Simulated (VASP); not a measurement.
Write the native input for VASP 6.6.1 that does the following.

```
Task                   : single point
Functional             : PBE
Potentials or basis    : VASP PAW PBE potentials, release 64 (Ga_d, P)
Cutoff                 : 520 eV
k mesh                 : 6 × 4 × 4
Occupations            : gaussian, width 0.1 eV
Spin                   : no spin polarisation
Dipole correction      : no
Further INCAR settings : ALGO = Normal; EDIFF = 1e-07; NBANDS = 32
```

The structure of GaP2 lies in POSCAR:

```
GaP2
1.0
    3.2320080311      0.0000000000      0.0000000000
    0.0000000000      5.1566551930      0.0000000000
    0.0000000000      0.0000000000      7.1350244879
Ga P
2 4
Direct
    0.5000000000      0.2738231827      0.5325169959
    0.5000000000      0.7261768173      0.0325169959
    0.0000000000      0.6643626895      0.5251660706
    0.0000000000      0.3356373105      0.0251660706
    0.5000000000      0.8571699530      0.6930975318
    0.5000000000      0.1428300470      0.1930975318
```

The input as run:

INCAR

```
PREC = Accurate
ENCUT = 520
EDIFF = 1E-7
ISMEAR = 0
SIGMA = 0.1
LREAL = False
LASPH = True
NELM = 60
ALGO = Normal
ISIF = 2
LWAVE = False
LCHARG = False
GGA = PE
NBANDS = 32
```

KPOINTS

```
Automatic mesh
0
Gamma
  6 4 4
```

Potentials or basis: VASP PAW PBE potentials, release 64 (Ga_d, P).

Launch:

```bash
$ cat potpaw_PBE.64/Ga_d/POTCAR potpaw_PBE.64/P/POTCAR > POTCAR
$ mpirun -np 1 vasp_std > vasp.out
```

It gave:

```json
{
  "Pressure": "-0.1 GPa",
  "Largest force": "0.066 eV/Å",
  "Band gap on the k mesh": "zero (band 23 reaches 7.13 eV, above the bottom of band 24 at 4.22 eV)"
}
```

Run time: 51 s on 1 thread of Intel(R) Xeon(R) 6975P-C (Granite Rapids) (shared host), peak memory 0.27 GiB.
